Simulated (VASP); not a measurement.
Write the native input for VASP 6.6.1 that does the following.

| Property | Result |
| --- | --- |
| Task | single point |
| Functional | PBE |
| Potentials or basis | VASP PAW PBE potentials, release 64 (Y_sv) |
| Cutoff | 520 eV |
| k mesh | 18 × 18 × 18 |
| Occupations | gaussian, width 0.1 eV |
| Spin | no spin polarisation |
| Dipole correction | no |
| Further INCAR settings | ALGO = Normal; EDIFF = 1e-06; NBANDS = 12 |

The structure of Y lies in POSCAR:

```
Y
1.0
    0.0000000000      2.5307981311      2.5307981311
    2.5307981311      0.0000000000      2.5307981311
    2.5307981311      2.5307981311      0.0000000000
Y
1
Direct
    0.5000000000      0.5000000000      0.5000000000
```

This isn't the form of Y at room conditions, which is hcp.

These files were run (other wordings do the same):

INCAR

```
PREC = Accurate ; ENCUT = 520
EDIFF = 1E-6 ; ISMEAR = 0
SIGMA = 0.1 ; LREAL = F
LASPH = T ; NELM = 60
ALGO = Normal ; ISIF = 2
LWAVE = F ; LCHARG = F
GGA = PE ; NBANDS = 12
```

KPOINTS

```
regular mesh
0
Gamma
  18 18 18
```

Potentials or basis: VASP PAW PBE potentials, release 64 (Y_sv).

Run with:

```sh
$ cat potpaw_PBE.64/Y_sv/POTCAR > POTCAR
$ mpirun -np 1 vasp_std > vasp.out
```

It gave:

```json
{"Pressure": "-0.1 GPa", "Band gap on the k mesh": "zero (an odd number of electrons rules out a gap without spin polarisation)"}
```

Run time: 33 s on 1 thread of Intel(R) Xeon(R) 6975P-C (Granite Rapids) (shared host), peak memory 0.23 GiB.
